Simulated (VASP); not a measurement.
# Na (P6_3/mmc) in VASP: a series of runs

The runs below take Na through relaxation of cell and atoms, single point, with PBE.

Program: VASP 6.6.1. These are calculated values, not measurements. Logs are shortened: lines on timing, memory, paths and dates and some standing lists are left out, and cuts for length are marked.

### 1 The cell of the first run

Symmetry: P6_3/mmc, No. 194, hexagonal system. Conventional cell: a = 3.700 Å, b = 3.700 Å, c = 12.537 Å, α = 90.00°, β = 90.00°, γ = 120.00°. Within 4.9 Å of Na (site symmetry -3m) lie 12 Na at 3.70 to 3.79 Å. Na (site symmetry -6m2) has 12 Na at 3.70 to 3.79 Å within 4.9 Å.

### 2 Relaxation of cell and atoms, PBE

Contents of INCAR:

```
SYSTEM = Na
PREC     = Accurate       ! precision mode
ENCUT    = 600            ! plane-wave cutoff, eV
EDIFF    = 1E-6           ! SCF threshold, eV
ISMEAR   = 0              ! smearing method
SIGMA    = 0.1            ! smearing width, eV
LREAL    = .FALSE.        ! projectors in reciprocal space
LASPH    = .TRUE.         ! aspherical terms in the spheres
NELM     = 100            ! most SCF steps
ALGO     = Normal         ! electronic algorithm
ISIF     = 3              ! what is computed and relaxed
LWAVE    = .FALSE.        ! write WAVECAR
LCHARG   = .FALSE.        ! write CHGCAR
GGA      = PE             ! functional
IBRION   = 2              ! ionic algorithm
NSW      = 100            ! ionic steps
EDIFFG   = -0.005         ! ionic threshold
```

Contents of KPOINTS:

```
Automatic mesh
0
G
  15 15 4
  0 0 0
```

Contents of POSCAR:

```
Na
1.0
    3.7003831212      0.0000000000      0.0000000000
   -1.8501915606      3.2046257867      0.0000000000
    0.0000000000      0.0000000000     12.5373215400
Na
4
Direct
    0.0000000000      0.0000000000      0.0000000000
    0.3333333300      0.6666666700      0.2500000000
    0.0000000000      0.0000000000      0.5000000000
    0.6666666700      0.3333333300      0.7500000000
```

Potentials or basis: VASP PAW PBE potentials, release 64 (Na_pv).

Launch:

```sh
> cat potpaw_PBE.64/Na_pv/POTCAR > POTCAR
> mpirun -np 1 vasp_std > vasp.out
```

OUTCAR:

```text
SYSTEM = Na
   PREC = Accurate
   ENCUT = 600
   EDIFF = 1E-6
   ISMEAR = 0
   LREAL = .FALSE.
   LASPH = .TRUE.
   NELM = 100
   ISIF = 3
   GGA = PE
   IBRION = 2
   NSW = 100
   EDIFFG = -0.005

 ion  position               nearest neighbor table
   1  0.000  0.000  0.000-
   2  0.333  0.667  0.250-
   3  0.000  0.000  0.500-
   4  0.667  0.333  0.750-

  LATTYP: Found a hexagonal cell.
 ALAT       =     3.7003831212
 C/A-ratio  =     3.3881144545

  Lattice vectors:

 A1 = (   3.7003831212,   0.0000000000,   0.0000000000)
 A2 = (  -1.8501915606,   3.2046257867,   0.0000000000)
 A3 = (   0.0000000000,   0.0000000000,  12.5373215400)

Analysis of symmetry for initial positions (statically):
=====================================================================
 Subroutine PRICEL returns:
 Original cell was already a primitive cell.

 Routine SETGRP: Setting up the symmetry group for a
 hexagonal supercell.

 Subroutine GETGRP returns: Found 24 space group operations
 (whereof 12 operations were pure point group operations)
 out of a pool of 24 trial point group operations.

The static configuration has the point symmetry D_3d.
 The point group associated with its full space group is D_6h.

Analysis of symmetry for dynamics (positions and initial velocities):
=====================================================================
 Subroutine PRICEL returns:
 Original cell was already a primitive cell.

 Routine SETGRP: Setting up the symmetry group for a
 hexagonal supercell.

 Subroutine GETGRP returns: Found 24 space group operations
 (whereof 12 operations were pure point group operations)
 out of a pool of 24 trial point group operations.

The dynamic configuration has the point symmetry D_3d.
 The point group associated with its full space group is D_6h.

 Subroutine INISYM returns: Found 24 space group operations
 (whereof 12 operations are pure point group operations),
 and found     1 'primitive' translations

----------------------------------------------------------------------------------------

                                     Primitive cell

  volume of cell :     148.6719

  direct lattice vectors                    reciprocal lattice vectors
     3.700383121  0.000000000  0.000000000     0.270242288  0.156024458  0.000000000
    -1.850191561  3.204625787  0.000000000     0.000000000  0.312048915  0.000000000
     0.000000000  0.000000000 12.537321540     0.000000000  0.000000000  0.079761853

  length of vectors
     3.700383121  3.700383121 12.537321540     0.312048915  0.312048915  0.079761853

  position of ions in fractional coordinates (direct lattice)
     0.000000000  0.000000000  0.000000000
     0.333333330  0.666666670  0.250000000
     0.000000000  0.000000000  0.500000000
     0.666666670  0.333333330  0.750000000

  ion indices of the primitive-cell ions
   primitive index   ion index
                 1           1
                 2           2
                 3           3
                 4           4

----------------------------------------------------------------------------------------

 KPOINTS: Automatic mesh

Automatic generation of k-mesh.
 Grid dimensions read from file:
 generate k-points for:   15   15    4

 Generating k-lattice:

  Cartesian coordinates                     Fractional coordinates (reciprocal lattice)
     0.018016153  0.010401631  0.000000000     0.066666667 -0.000000000  0.000000000
     0.000000000  0.020803261  0.000000000     0.000000000  0.066666667  0.000000000
     0.000000000  0.000000000  0.019940463     0.000000000  0.000000000  0.250000000

  Length of vectors
     0.020803261  0.020803261  0.019940463

  Shift w.r.t. Gamma in fractional coordinates (k-lattice)
     0.000000000  0.000000000  0.000000000

 Subroutine IBZKPT returns following result:
 ===========================================

 Found     81 irreducible k-points:

 Following reciprocal coordinates:
            Coordinates               Weight
  0.000000  0.000000  0.000000      1.000000
  0.066667  0.000000  0.000000      6.000000
  0.133333 -0.000000  0.000000      6.000000
  0.200000  0.000000  0.000000      6.000000
  0.266667 -0.000000  0.000000      6.000000
  0.333333 -0.000000  0.000000      6.000000
[... 16 lines left out ...]
  0.333333  0.200000  0.000000     12.000000
  0.400000  0.200000  0.000000      6.000000
 [... further k-points ...]
   k-points           NKPTS =     81   k-points in BZ     NKDIM =     81   number of bands    NBANDS=     18
   number of dos      NEDOS =    301   number of ions     NIONS =      4
   total plane-waves  NPLWV =  90000
   dimension x,y,z NGX =    30 NGY =   30 NGZ =  100
   dimension x,y,z NGXF=    60 NGYF=   60 NGZF=  200
   ions per type =               4
   NGX,Y,Z   is equivalent  to a cutoff of  13.48, 13.48, 13.26 a.u.
   NGXF,Y,Z  is equivalent  to a cutoff of  26.96, 26.96, 26.52 a.u.
 SYSTEM =  Na
   PREC   = accura    normal or accurate (medium, high low for compatibility)
   ISTART =      0    job   : 0-new  1-cont  2-samecut
   ICHARG =      2    charge: 1-file 2-atom 10-const
   ISPIN  =      1    spin polarized calculation?
   LNONCOLLINEAR =      F non collinear calculations
   LSORBIT =      F    spin-orbit coupling
   LASPH  =      T    aspherical Exc in radial PAW
   ENCUT  =  600.0 eV  44.10 Ry    6.64 a.u.   7.39  7.39 25.04*2*pi/ulx,y,z
   NELM   =    100;   NELMIN=  2; NELMDL= -5     # of ELM steps
   EDIFF  = 0.1E-05   stopping-criterion for ELM
   LREAL  =      F    real-space projection
   EDIFFG = -.5E-02   stopping-criterion for IOM
   NSW    =    100    number of steps for IOM
   IBRION =      2    ionic relax: 0-MD 1-quasi-New 2-CG
   NFREE  =      1    steps in history (QN), initial steepest desc. (CG)
   ISIF   =      3    stress and relaxation
   ISYM   =      2    0-nonsym 1-usesym 2-fastsym
   POTIM  = 0.5000    time-step for ionic-motion
   TEBEG  =    0.0;   TEEND  =   0.0 temperature during run
   PSTRESS=    0.0 pullay stress
   NELECT =      28.0000    total number of electrons
   NUPDOWN=      -1.0000    fix difference up-down
   EMIN   =  10.00;   EMAX   =-10.00  energy-range for DOS
   EFERMI =   0.00;   METHOD = LEGACY
   ISMEAR =     0;   SIGMA  =   0.10  broadening in eV -4-tet -1-fermi 0-gaus
   EFERMI_NEDOS =   21; number of points for ismear=-14 and -15
   IALGO  =     38    algorithm
   IMIX   =      4    mixing-type and parameters
     AMIX     =   0.40;   BMIX     =  1.00
     AMIX_MAG =   1.60;   BMIX_MAG =  1.00
  volume/ion in A,a.u.               =      37.17       250.82
  Fermi-wavevector in a.u.,A,eV,Ry     =   0.938393  1.773305 11.981028  0.880581
  Thomas-Fermi vector in A             =   2.065600
   LORBIT       =      0    0 simple, 1 ext, 2 COOP (PROOUT), +10 PAW based schemes
   GGA     = PE    functional components
   LHFCALC =     F    Hartree Fock is set to
   AEXX    =    0.0000 exact exchange contribution
   IVDW    =     0    specifies the selected vdW correction
   LEPSILON=     F    determine dielectric tensor
   LRPA    =     F    only Hartree local field effects (RPA)
 conjugate gradient relaxation of ions
 non-spin polarized calculation
 Gauss-broadening in eV      SIGMA  =   0.10
  energy-cutoff  :      600.00
  volume of cell :      148.67
 maximum number of plane-waves:      5008
 NGX is ok and might be reduce to    30
   NGX = 15   NGY = 15   NGZ = 51

--------------------------------------- Ionic step        1  -------------------------------------------

 number of electron      27.9999992 magnetization

 Free energy of the ion-electron system (eV)
  ---------------------------------------------------
  ext. energy  EPLUGINS =         0.00000000
  ---------------------------------------------------
  free energy    TOTEN  =        -5.24216687 eV

  energy without entropy =       -5.23117366  energy(sigma->0) =       -5.23667026

------------------------ aborting loop because EDIFF is reached ----------------------------------------

  FORCE on cell =-STRESS in cart. coord.  units (eV):
  Direction    XX          YY          ZZ          XY          YZ          ZX
  --------------------------------------------------------------------------------------
  -------------------------------------------------------------------------------------
  Total        0.1177889      0.1177889     -0.2846060      0.0000000      0.0000000      0.0000000
  in kB        1.2693636      1.2693636     -3.0670858      0.0000000      0.0000000      0.0000000
  external PRESSURE =      -0.1761195 kB  Pullay stress =       0.0000000 kB

 VOLUME and BASIS-vectors are now :
 -----------------------------------------------------------------------------
  energy-cutoff  :      600.00
  volume of cell :      148.67
      direct lattice vectors                 reciprocal lattice vectors
     3.700383121  0.000000000  0.000000000     0.270242288  0.156024458  0.000000000
    -1.850191561  3.204625787  0.000000000     0.000000000  0.312048915  0.000000000
     0.000000000  0.000000000 12.537321540     0.000000000  0.000000000  0.079761853
[... 153 lines left out ...]
 POSITION                                       TOTAL-FORCE (eV/Angst)
 -----------------------------------------------------------------------------------
     -0.00000      0.00000     -0.00000        -0.000000     -0.000000      0.000000
     -0.00000      2.16150      3.04540         0.000000     -0.000000     -0.000000
     -0.00000      0.00000      6.09080        -0.000000      0.000000      0.000000
      1.87192      1.08075      9.13619        -0.000000      0.000000      0.000000
 -----------------------------------------------------------------------------------
    total drift:                                0.000000     -0.000000      0.000000

  FREE ENERGIE OF THE ION-ELECTRON SYSTEM (eV)
  ---------------------------------------------------
  free  energy   TOTEN  =        -5.2471076011 eV

  energy  without entropy=       -5.2351306077  energy(sigma->0) =       -5.24111910

--------------------------------------- Ionic step        6  -------------------------------------------

 number of electron      28.0000028 magnetization

 Free energy of the ion-electron system (eV)
  ---------------------------------------------------
  ext. energy  EPLUGINS =         0.00000000
  ---------------------------------------------------
  free energy    TOTEN  =        -5.24710466 eV

  energy without entropy =       -5.23517159  energy(sigma->0) =       -5.24113813

 E-fermi :   0.3543     XC(G=0):  -6.5081

 val. band max:        0.3512143101   @ k =   0.2667  -0.0000   0.5000
 cond. band min:       0.3570914524   @ k =   0.2000   0.2000   0.2500
 fundamental gap:      0.0058771424
 Fermi energy:         0.3543472073

 k-point     1 :       0.0000    0.0000    0.0000
  band No.  band energies     occupation
      1     -24.5940      2.00000
      2     -24.5765      2.00000
      3     -24.5761      2.00000
      4     -24.5636      2.00000
      5     -24.5636      2.00000
      6     -24.5612      2.00000
[... 10 lines left out ...]
     17       1.3086      0.00000
     18       5.8825      0.00000
[... 463 lines left out ...]
 k-point    24 :       0.4000    0.2000    0.0000
  band No.  band energies     occupation
      1     -24.5902      2.00000
      2     -24.5892      2.00000
      3     -24.5849      2.00000
      4     -24.5844      2.00000
      5     -24.5777      2.00000
      6     -24.5766      2.00000
[... 10 lines left out ...]
     17       2.2036      0.00000
     18       2.2701      0.00000

 [... further k-points ...]
[... 5 lines left out ...]
  --------------------------------------------------------------------------------------
  -------------------------------------------------------------------------------------
  Total       -0.0056706     -0.0056706     -0.0175388      0.0000000      0.0000000      0.0000000
  in kB       -0.0614234     -0.0614234     -0.1899788      0.0000000      0.0000000      0.0000000
  external PRESSURE =      -0.1042752 kB  Pullay stress =       0.0000000 kB

 VOLUME and BASIS-vectors are now :
 -----------------------------------------------------------------------------
  energy-cutoff  :      600.00
  volume of cell :      147.91
      direct lattice vectors                 reciprocal lattice vectors
     3.741550787  0.000000000  0.000000000     0.267268856  0.154307746 -0.000000000
    -1.870775394  3.240278032 -0.000000000     0.000000000  0.308615492 -0.000000000
     0.000000000  0.000000000 12.200302694     0.000000000  0.000000000  0.081965179

 POSITION                                       TOTAL-FORCE (eV/Angst)
 -----------------------------------------------------------------------------------
      0.00000      0.00000      0.00000        -0.000000      0.000000     -0.000000
     -0.00000      2.16019      3.05008         0.000000     -0.000000     -0.000000
      0.00000      0.00000      6.10015        -0.000000      0.000000     -0.000000
      1.87078      1.08009      9.15023        -0.000000      0.000000      0.000000
 -----------------------------------------------------------------------------------
    total drift:                                0.000000     -0.000000      0.000000

  FREE ENERGIE OF THE ION-ELECTRON SYSTEM (eV)
  ---------------------------------------------------
  free  energy   TOTEN  =        -5.2471046554 eV

  energy  without entropy=       -5.2351715947  energy(sigma->0) =       -5.24113813

 reached required accuracy - stopping structural energy minimisation
```

Run time: 12 min. Hardware: 1 thread of AMD EPYC 7R43 (Zen 3), shared host; peak memory 0.37 GiB.

What came out:

```
Free energy                            : -5.2471 eV
Relaxed volume                         : 36.98 Å³/atom
Relaxed cell                           : a = 3.742 Å, b = 3.742 Å, c = 12.200 Å, α = 90.00°, β = 90.00°, γ = 120.00°
Space group after relaxing (to 0.05 Å) : P6_3/mmc (No. 194)
Energy gained by relaxing              : 1.2 meV/atom
Ionic steps                            : 6
Pressure after relaxing                : 0.0 GPa
Band gap on the k mesh                 : zero (band 14 reaches 1.84 eV, above the bottom of band 15 at -1.91 eV)
```

Step by step:
```tsv
step	energy change (eV)	largest force (eV/Å)	pressure (GPa)	volume (Å³)
1	0.0000	0.0000	-0.02	148.67
2	-0.0012	0.0000	-0.04	148.58
3	-0.0038	0.0000	-0.01	148.30
4	-0.0047	0.0000	0.03	147.68
5	-0.0049	0.0000	0.06	147.87
6	-0.0049	0.0000	-0.01	147.91
```

Final structure:
```
Na
1.0
     3.74155    0.00000    0.00000
    -1.87078    3.24028    0.00000
     0.00000    0.00000   12.20030
Na
4
Direct
  0.00000 0.00000 0.00000
  0.33333 0.66667 0.25000
  0.00000 0.00000 0.50000
  0.66667 0.33333 0.75000
```

(Continued in part 2 of 3.)
